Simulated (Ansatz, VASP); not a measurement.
# NaCl: VASP beside Ansatz

```
CELL_PARAMETERS angstrom
0.00000 2.78695 2.78695
2.78695 0.00000 2.78695
2.78695 2.78695 0.00000
ATOMIC_POSITIONS crystal
Na 0.00000 0.00000 0.00000
Cl 0.50000 0.50000 0.50000
```

Alike in both runs: task single point; functional PBEsol; k mesh 8 × 8 × 8; no spin polarisation.

|  | VASP | Ansatz |
| --- | --- | --- |
| version | VASP 6.6.1 | Ansatz 0.2.0 |
| potentials or method | VASP PAW PBE potentials, release 64 (Na_pv, Cl), cutoff 520 eV | all-electron LAPW, scalar-relativistic |
| occupations | gaussian, width 0.01 eV | fixed |

|  | VASP | Ansatz | Ansatz less VASP |
| --- | --- | --- | --- |
| gap on the k mesh at the Fermi level (eV) | 5.06 | 5.07 | +0.004 |
| pressure (GPa) | 0.4 | 0.4 | -0.02 |

VASP's potentials were made for PBE, not for PBEsol. Ansatz ran all-electron here, and VASP with PAW potentials.
